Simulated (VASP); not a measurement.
# YB (R-3m) in VASP: notebook

YB is run at these levels: PBE; tasks: single point, relaxation of cell and atoms.

All numbers are computed with VASP 6.6.1; they aren't measurements. Logs are shortened: lines on timing, memory, paths and dates and some standing lists are left out, and cuts for length are marked.

### Step 1. The cell of the first run

Symmetry: R-3m, No. 166, trigonal system. The conventional cell has a = 2.427 Å, b = 2.427 Å, c = 11.888 Å, α = 90.00°, β = 90.00°, γ = 120.00°. Y (site symmetry -3m) has 6 Y at 2.43 Å and 6 B at 2.43 Å within 3.2 Å. B (site symmetry -3m) has 6 B at 2.43 Å and 6 Y at 2.43 Å within 3.2 Å.

### Step 2. Single point, PBE

File INCAR:

```
PREC = Accurate
ENCUT = 500
EDIFF = 1E-6
ISMEAR = 0
SIGMA = 0.1
LREAL = F
LASPH = T
NELM = 120
ALGO = Normal
ISIF = 2
LWAVE = F
LCHARG = F
GGA = PE
NBANDS = 14
GGA_COMPAT = F
```

File KPOINTS:

```
regular mesh
0
Gamma
  9 9 9
```

File POSCAR:

```
YB
1.0
    1.2133384615      0.7005212874      3.9627468214
   -1.2133384615      0.7005212874      3.9627468214
    0.0000000000     -1.4010425748      3.9627468214
Y B
1 1
Direct
    0.5000000000      0.5000000000      0.5000000000
    0.0000000000      0.0000000000      0.0000000000
```

Potentials or basis: VASP PAW PBE potentials, release 64 (Y_sv, B).

The run is started by

```sh
$ cat potpaw_PBE.64/Y_sv/POTCAR potpaw_PBE.64/B/POTCAR > POTCAR
$ mpirun -np 1 vasp_std > vasp.out
```

OUTCAR:

```text
PREC = Accurate
   ENCUT = 500
   EDIFF = 1E-6
   ISMEAR = 0
   LREAL = F
   LASPH = T
   NELM = 120
   ISIF = 2
   GGA = PE

 ion  position               nearest neighbor table
   1  0.500  0.500  0.500-   2 2.43   2 2.43   2 2.43   2 2.43   2 2.43   2 2.43
   2  0.000  0.000  0.000-   1 2.43   1 2.43   1 2.43   1 2.43   1 2.43   1 2.43

  LATTYP: Found a trigonal (rhomboedric) cell.
 ALAT       =     4.2031277243
 COS(alpha) =     0.8333333333

  Lattice vectors:

 A1 = (   1.2133384615,   0.7005212874,   3.9627468214)
 A2 = (  -1.2133384615,   0.7005212874,   3.9627468214)
 A3 = (   0.0000000000,  -1.4010425748,   3.9627468214)

Analysis of symmetry for initial positions (statically):
=====================================================================
 Subroutine PRICEL returns:
 Original cell was already a primitive cell.

 Routine SETGRP: Setting up the symmetry group for a
 trigonal (rhombohedral) supercell.

 Subroutine GETGRP returns: Found 12 space group operations
 (whereof 12 operations were pure point group operations)
 out of a pool of 12 trial point group operations.

The static configuration has the point symmetry D_3d.

Analysis of symmetry for dynamics (positions and initial velocities):
=====================================================================
 Subroutine PRICEL returns:
 Original cell was already a primitive cell.

 Routine SETGRP: Setting up the symmetry group for a
 trigonal (rhombohedral) supercell.

 Subroutine GETGRP returns: Found 12 space group operations
 (whereof 12 operations were pure point group operations)
 out of a pool of 12 trial point group operations.

The dynamic configuration has the point symmetry D_3d.

 Subroutine INISYM returns: Found 12 space group operations
 (whereof 12 operations are pure point group operations),
 and found     1 'primitive' translations

----------------------------------------------------------------------------------------

                                     Primitive cell

  volume of cell :      20.2093

  direct lattice vectors                    reciprocal lattice vectors
     1.213338462  0.700521287  3.962746821     0.412086170  0.237918061  0.084116737
    -1.213338462  0.700521287  3.962746821    -0.412086170  0.237918061  0.084116737
     0.000000000 -1.401042575  3.962746821     0.000000000 -0.475836123  0.084116737

  length of vectors
     4.203127724  4.203127724  4.203127724     0.483213867  0.483213867  0.483213867

  position of ions in fractional coordinates (direct lattice)
     0.500000000  0.500000000  0.500000000
     0.000000000  0.000000000  0.000000000
[... 83 lines left out ...]
   ISIF   =      2    stress and relaxation
   ISYM   =      2    0-nonsym 1-usesym 2-fastsym
   POTIM  = 0.5000    time-step for ionic-motion
   TEBEG  =    0.0;   TEEND  =   0.0 temperature during run
   PSTRESS=    0.0 pullay stress
   NELECT =      14.0000    total number of electrons
   NUPDOWN=      -1.0000    fix difference up-down
   EMIN   =  10.00;   EMAX   =-10.00  energy-range for DOS
   EFERMI =   0.00;   METHOD = LEGACY
   ISMEAR =     0;   SIGMA  =   0.10  broadening in eV -4-tet -1-fermi 0-gaus
   EFERMI_NEDOS =   21; number of points for ismear=-14 and -15
   IALGO  =     38    algorithm
   IMIX   =      4    mixing-type and parameters
     AMIX     =   0.40;   BMIX     =  1.00
     AMIX_MAG =   1.60;   BMIX_MAG =  1.00
  volume/ion in A,a.u.               =      10.10        68.19
  Fermi-wavevector in a.u.,A,eV,Ry     =   1.448551  2.737365 28.549117  2.098301
  Thomas-Fermi vector in A             =   2.566379
   LORBIT       =      0    0 simple, 1 ext, 2 COOP (PROOUT), +10 PAW based schemes
   GGA     = PE    functional components
   LHFCALC =     F    Hartree Fock is set to
   AEXX    =    0.0000 exact exchange contribution
   IVDW    =     0    specifies the selected vdW correction
   LEPSILON=     F    determine dielectric tensor
   LRPA    =     F    only Hartree local field effects (RPA)
 non-spin polarized calculation
 Gauss-broadening in eV      SIGMA  =   0.10
  energy-cutoff  :      500.00
  volume of cell :       20.21
 maximum number of plane-waves:       533
   NGX = 15   NGY = 15   NGZ = 15

 number of electron      14.0000000 magnetization

 Free energy of the ion-electron system (eV)
  ---------------------------------------------------
  ext. energy  EPLUGINS =         0.00000000
  ---------------------------------------------------
  free energy    TOTEN  =        -6.95681032 eV

  energy without entropy =       -6.95031685  energy(sigma->0) =       -6.95356359

 E-fermi :   8.0016     XC(G=0): -13.1812

 val. band max:        7.9963551683   @ k =  -0.2222   0.3333   0.2222
 cond. band min:       8.0498425188   @ k =  -0.3333   0.3333   0.1111
 fundamental gap:      0.0534873505
 Fermi energy:         8.0016103040

 k-point     1 :       0.0000    0.0000    0.0000
  band No.  band energies     occupation
      1     -35.1019      2.00000
      2     -14.9242      2.00000
      3      -9.7771      2.00000
      4      -9.7771      2.00000
      5      -3.2047      2.00000
      6       8.0499      0.49467
      7       8.6002      0.00000
      8      11.6530      0.00000
      9      11.6530      0.00000
     10      16.9349      0.00000
     11      16.9349      0.00000
     12      18.5032      0.00000
     13      18.5032      0.00000
     14      20.9848      0.00000
[... 377 lines left out ...]
      1     -32.7143      2.00000
      2     -17.8768      2.00000
      3     -12.9888      2.00000
      4     -11.7324      2.00000
      5       1.2376      2.00000
      6       4.5781      2.00000
      7       4.9760      2.00000
      8       9.3645      0.00000
      9      11.7244      0.00000
     10      13.8834      0.00000
     11      15.6634      0.00000
     12      17.3182      0.00000
     13      23.4614      0.00000
     14      23.5716      0.00000

 [... further k-points ...]
[... 5 lines left out ...]
  --------------------------------------------------------------------------------------
  -------------------------------------------------------------------------------------
  Total       15.7118906     15.7118906     10.5237221      0.0000000      0.0000000     -0.0000000
  in kB     1245.6273923   1245.6273925    834.3131230      0.0000000      0.0000000     -0.0000000
  external PRESSURE =    1108.5226359 kB  Pullay stress =       0.0000000 kB

 VOLUME and BASIS-vectors are now :
 -----------------------------------------------------------------------------
  energy-cutoff  :      500.00
  volume of cell :       20.21
      direct lattice vectors                 reciprocal lattice vectors
     1.213338462  0.700521287  3.962746821     0.412086170  0.237918061  0.084116737
    -1.213338462  0.700521287  3.962746821    -0.412086170  0.237918061  0.084116737
     0.000000000 -1.401042575  3.962746821     0.000000000 -0.475836123  0.084116737

 POSITION                                       TOTAL-FORCE (eV/Angst)
 -----------------------------------------------------------------------------------
      0.00000      0.00000      5.94412         0.000000     -0.000000     -0.000000
      0.00000      0.00000      0.00000         0.000000      0.000000      0.000000
 -----------------------------------------------------------------------------------
    total drift:                               -0.000000      0.000000      0.000000

  FREE ENERGIE OF THE ION-ELECTRON SYSTEM (eV)
  ---------------------------------------------------
  free  energy   TOTEN  =        -6.9568103197 eV

  energy  without entropy=       -6.9503168540  energy(sigma->0) =       -6.95356359
```

stdout:

```text
POSCAR found type information on POSCAR Y B
 POSCAR found :  2 types and       2 ions
 scaLAPACK will be used
 LDA part: xc-table for (Slater+PW92), standard interpolation
 POSCAR, INCAR and KPOINTS ok, starting setup
 FFT: planning ... GRIDC
 FFT: planning ... GRID_SOFT
 FFT: planning ... GRID
 WAVECAR not read
 entering main loop
```

Run time: 70 s. Hardware: 1 thread of Intel Xeon 8259CL, shared host; peak memory 0.22 GiB.

What came out:

```yaml
Free_energy: -6.9568 eV
Pressure: 110.9 GPa
Band_gap_on_the_k_mesh: zero (bands 7 and 8 overlap by 3.22 eV)
```

Caveat: the stress differs along the axes, from 83 to 125 GPa.

### Step 3. Single point, PBE

This run uses another cell than the first one, of 19.06 Å³/atom.

File INCAR:

```
PREC = Accurate
ENCUT = 500
EDIFF = 1E-6
ISMEAR = 0
SIGMA = 0.1
LREAL = False
LASPH = True
NELM = 120
ALGO = Normal
ISIF = 2
LWAVE = False
LCHARG = False
GGA = PE
NBANDS = 14
GGA_COMPAT = False
```

File KPOINTS:

```
Automatic mesh
0
Gamma
  9 9 9
```

File POSCAR:

```
YB
1.0
    1.8058479147      1.0426067797      3.3744950971
   -1.8058479147      1.0426067797      3.3744950971
    0.0000000000     -2.0852135593      3.3744950971
Y B
1 1
Direct
    0.5000000000      0.5000000000      0.5000000000
    0.0000000000      0.0000000000      0.0000000000
```

Potentials or basis: VASP PAW PBE potentials, release 64 (Y_sv, B).

The run is started by

```sh
$ cat potpaw_PBE.64/Y_sv/POTCAR potpaw_PBE.64/B/POTCAR > POTCAR
$ mpirun -np 1 vasp_std > vasp.out
```

OUTCAR:

```text
PREC = Accurate
   ENCUT = 500
   EDIFF = 1E-6
   ISMEAR = 0
   LREAL = False
   LASPH = True
   NELM = 120
   ISIF = 2
   GGA = PE

 ion  position               nearest neighbor table
   1  0.500  0.500  0.500-   2 2.68   2 2.68   2 2.68   2 2.68   2 2.68   2 2.68
   2  0.000  0.000  0.000-   1 2.68   1 2.68   1 2.68   1 2.68   1 2.68   1 2.68

  LATTYP: Found a trigonal (rhomboedric) cell.
 ALAT       =     3.9667786362
 COS(alpha) =     0.5855077559

  Lattice vectors:

 A1 = (   1.8058479147,   1.0426067797,   3.3744950971)
 A2 = (  -1.8058479147,   1.0426067797,   3.3744950971)
 A3 = (   0.0000000000,  -2.0852135593,   3.3744950971)

Analysis of symmetry for initial positions (statically):
=====================================================================
 Subroutine PRICEL returns:
 Original cell was already a primitive cell.

 Routine SETGRP: Setting up the symmetry group for a
 trigonal (rhombohedral) supercell.

 Subroutine GETGRP returns: Found 12 space group operations
 (whereof 12 operations were pure point group operations)
 out of a pool of 12 trial point group operations.

The static configuration has the point symmetry D_3d.

[... 168 lines left out ...]
 k-point     1 :       0.0000    0.0000    0.0000
  band No.  band energies     occupation
      1     -38.4609      2.00000
      2     -18.3861      2.00000
      3     -18.2619      2.00000
      4     -18.2619      2.00000
      5      -4.4897      2.00000
      6       4.5328      0.00000
      7       4.9209      0.00000
      8       5.7975      0.00000
      9       5.7975      0.00000
     10       5.8301      0.00000
     11       5.8301      0.00000
     12       7.0094      0.00000
     13       7.0094      0.00000
     14      10.9447      0.00000
[... 377 lines left out ...]
      1     -38.4070      2.00000
      2     -18.7035      2.00000
      3     -18.4778      2.00000
      4     -18.3962      2.00000
      5      -2.7479      2.00000
      6       1.9787      2.00000
      7       3.1865      0.00029
      8       4.0453      0.00000
      9       4.7535      0.00000
     10       7.9545      0.00000
     11       8.7377      0.00000
     12       9.3831      0.00000
     13      11.1606      0.00000
     14      11.5723      0.00000

 [... further k-points ...]
[... 5 lines left out ...]
  --------------------------------------------------------------------------------------
  -------------------------------------------------------------------------------------
  Total       -0.0254287     -0.0254287     -0.0332362      0.0000000     -0.0000000      0.0000000
  in kB       -1.0687430     -1.0687430     -1.3968849      0.0000000     -0.0000000      0.0000000
  external PRESSURE =      -1.1781236 kB  Pullay stress =       0.0000000 kB

 VOLUME and BASIS-vectors are now :
 -----------------------------------------------------------------------------
  energy-cutoff  :      500.00
  volume of cell :       38.12
      direct lattice vectors                 reciprocal lattice vectors
     1.805847915  1.042606780  3.374495097     0.276878244  0.159855729  0.098780210
    -1.805847915  1.042606780  3.374495097    -0.276878244  0.159855729  0.098780210
     0.000000000 -2.085213559  3.374495097     0.000000000 -0.319711458  0.098780210

 POSITION                                       TOTAL-FORCE (eV/Angst)
 -----------------------------------------------------------------------------------
      0.00000      0.00000      5.06174         0.000000     -0.000000      0.000000
      0.00000      0.00000      0.00000        -0.000000      0.000000     -0.000000
 -----------------------------------------------------------------------------------
    total drift:                               -0.000000      0.000000      0.000000

  FREE ENERGIE OF THE ION-ELECTRON SYSTEM (eV)
  ---------------------------------------------------
  free  energy   TOTEN  =       -12.5698169930 eV

  energy  without entropy=      -12.5587162937  energy(sigma->0) =      -12.56426664
```

stdout:

```text
POSCAR found type information on POSCAR Y B
 POSCAR found :  2 types and       2 ions
 scaLAPACK will be used
 LDA part: xc-table for (Slater+PW92), standard interpolation
 POSCAR, INCAR and KPOINTS ok, starting setup
 FFT: planning ... GRIDC
 FFT: planning ... GRID_SOFT
 FFT: planning ... GRID
 WAVECAR not read
 entering main loop
```

Wall time 90 s (1 thread of Intel Xeon 8259CL, shared host); peak memory 0.22 GiB.

Results:

* Free energy: -12.5698 eV
* Pressure: -0.1 GPa
* Band gap on the k mesh: zero (bands 7 and 8 overlap by 2.45 eV)

Levels at points of the mesh, in eV from the Fermi level:
```csv
k point,band 4,band 5,band 6,band 7,band 8,band 9,band 10,band 11
"(0.00, 0.00, 0.00)",-21.19,-7.42,1.60,1.99,2.87,2.87,2.90,2.90
```

### Step 4. Relaxation of cell and atoms, PBE

File INCAR:

```
PREC = Accurate
ENCUT = 500
EDIFF = 1E-7
ISMEAR = 0
SIGMA = 0.1
LREAL = False
LASPH = True
NELM = 120
ALGO = Normal
ISIF = 3
LWAVE = False
LCHARG = False
GGA = PE
IBRION = 2
NSW = 100
EDIFFG = -0.05
GGA_COMPAT = False
NELMIN = 4
```

File KPOINTS:

```
regular mesh
0
Gamma
  9 9 9
```

File POSCAR:

```
YB
1.0
    1.2133384615      0.7005212874      3.9627468214
   -1.2133384615      0.7005212874      3.9627468214
    0.0000000000     -1.4010425748      3.9627468214
Y B
1 1
Direct
    0.5000000000      0.5000000000      0.5000000000
    0.0000000000      0.0000000000      0.0000000000
```

The run is started by

```sh
$ cat potpaw_PBE.64/Y_sv/POTCAR potpaw_PBE.64/B/POTCAR > POTCAR
$ mpirun -np 1 vasp_std > vasp.out
```

It took 11 min on 1 thread of Intel Xeon 8259CL, shared host; peak memory 0.23 GiB.

Results (log left out):

```yaml
Free_energy: -12.5058 eV
Relaxed_volume: 18.78 Å³/atom
Relaxed_cell: a = 4.000 Å, b = 4.000 Å, c = 4.000 Å, α = 52.76°, β = 52.76°, γ = 52.76°
Space_group_after_relaxing_to_0.1_Å: R-3m (No. 166)
Energy_gained_by_relaxing: 2774.5 meV/atom
Ionic_steps: 14
Pressure_after_relaxing: 0.1 GPa
Band_gap_on_the_k_mesh: zero (bands 7 and 8 overlap by 2.50 eV)
```

Stress tensor (GPa, compression positive):
```
 0.31  0.00  0.00
 0.00  0.31  0.00
 0.00  0.00 -0.20
```

Step by step:
| step | energy change (eV) | largest force (eV/Å) | pressure (GPa) | volume (Å³) |
| --- | --- | --- | --- | --- |
| 1 | 0.0000 | 0.0000 | 110.85 | 20.21 |
| 2 | -3.5769 | 0.0000 | -11.22 | 48.19 |
| 3 | -3.8872 | 0.0000 | 0.28 | 36.86 |
| 4 | -3.9019 | 0.0000 | -3.75 | 39.41 |
| 5 | -5.1303 | 0.0000 | -6.36 | 40.50 |
| 6 | -5.3897 | 0.0000 | -6.12 | 40.49 |
| 7 | -5.4824 | 0.0000 | -4.30 | 39.62 |
| 8 | -5.5068 | 0.0000 | -5.20 | 40.10 |
| 9 | -5.4962 | 0.0000 | -5.51 | 40.25 |
| 10 | -5.5007 | 0.0000 | -5.43 | 40.22 |
| 11 | -5.5275 | 0.0000 | 4.38 | 36.00 |
| 12 | -5.5483 | 0.0000 | 0.03 | 37.60 |
| 13 | -5.5483 | 0.0000 | 0.16 | 37.55 |
| 14 | -5.5490 | 0.0000 | 0.14 | 37.56 |

Final structure:
```
CELL_PARAMETERS angstrom
1.77714 1.02603 3.43313
-1.77714 1.02603 3.43313
0.00000 -2.05206 3.43313
ATOMIC_POSITIONS crystal
Y 0.50000 0.50000 0.50000
B 0.00000 0.00000 0.00000
```

Levels at points of the mesh, in eV from the Fermi level:
```csv
k point,band 4,band 5,band 6,band 7,band 8,band 9,band 10,band 11
"(0.00, 0.00, 0.00)",-21.17,-7.51,1.33,1.82,2.92,2.92,2.98,2.98
```

Caveat: the volume moved by over 15 % at a fixed basis, so the end points are rough.

### Step 5. Overview

```csv
task,cell,gap on the mesh (eV),pressure (GPa)
single point,"a = 4.203 Å, angles 33.6°, 2 atoms",none,110.9
single point,"a = 3.967 Å, angles 54.2°, 2 atoms",none,-0.1
relaxation of cell and atoms,"relaxed from a = 4.203 Å, angles 33.6°, 2 atoms",none,0.1
```

Alike in all rows: level PBE; potentials or basis VASP PAW PBE potentials, release 64 (Y_sv, B); no spin polarisation; k mesh 9 × 9 × 9; cutoff (eV) 500; smearing gaussian 0.1 eV.

Caveats: the stress differs along the axes, from 83 to 125 GPa (at least some runs); the volume moved by over 15 % at a fixed basis, so the end points are rough (at least some runs).

Total energies depend on the potentials used, so only differences within one code and one set of settings carry meaning.

The gap in the log of VASP goes by the Fermi energy; the results here count the filled bands.